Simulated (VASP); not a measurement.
A run of VASP 6.6.1 is set up as follows.

INCAR

```
ALGO     = Normal         # electronic algorithm
EDIFF    = 1E-6           # SCF threshold, eV
EDIFFG   = -0.01          # ionic threshold
ENCUT    = 600            # plane-wave cutoff, eV
GGA      = PE             # functional
IBRION   = 2              # ionic algorithm
ISIF     = 3              # what is computed and relaxed
ISMEAR   = 0              # smearing method
LASPH    = True           # aspherical terms in the spheres
LCHARG   = False          # write CHGCAR
LREAL    = False          # projectors in reciprocal space
LWAVE    = False          # write WAVECAR
NELM     = 100            # most SCF steps
NSW      = 100            # ionic steps
PREC     = Accurate       # precision mode
SIGMA    = 0.02           # smearing width, eV
```

Contents of KPOINTS:

```
k-points
0
Gamma
  8 4 6
```

File POSCAR:

```
BeZn3Se4
1.0
    3.9489400771      0.0000000000      0.0000000000
    0.0000000000      7.9388154853      0.0000000000
    0.0000000000      0.0000000000      5.5724737352
Be Zn Se
1 3 4
Direct
    0.0000000000      0.5000000000      0.0060432825
    0.0000000000      0.0000000000      0.9989873110
    0.5000000000      0.7382966749      0.5000456533
    0.5000000000      0.2617033251      0.5000456533
    0.0000000000      0.2662515651      0.2353669231
    0.0000000000      0.7337484349      0.2353669231
    0.5000000000      0.0000000000      0.7367987910
    0.5000000000      0.5000000000      0.7873454626
```

Potentials or basis: VASP PAW PBE potentials, release 64 (Be, Zn, Se).

Command:

```console
$ cat potpaw_PBE.64/Be/POTCAR potpaw_PBE.64/Zn/POTCAR potpaw_PBE.64/Se/POTCAR > POTCAR
$ mpirun -np 1 vasp_std > vasp.out
```

Problem. Estimate the relaxed volume.

Solution. 21.93 Å³/atom.

Problem. Estimate the space group after relaxing (to 0.1 Å).

Solution. Pmm2 (No. 25).

Problem. Predict the relaxed cell.

Solution. a = 3.949 Å, b = 7.915 Å, c = 5.613 Å, α = 90.00°, β = 90.00°, γ = 90.00°.

Final structure:
```
Be Zn Se
1.0
     3.94900    0.00000    0.00000
     0.00000    7.91505    0.00000
     0.00000    0.00000    5.61322
Be Zn Se
1 3 4
Direct
  0.00000 0.50000 0.00471
  0.00000 0.00000 0.99821
  0.50000 0.73754 0.50045
  0.50000 0.26246 0.50045
  0.00000 0.26683 0.23574
  0.00000 0.73317 0.23574
  0.50000 0.00000 0.73743
  0.50000 0.50000 0.78727
```
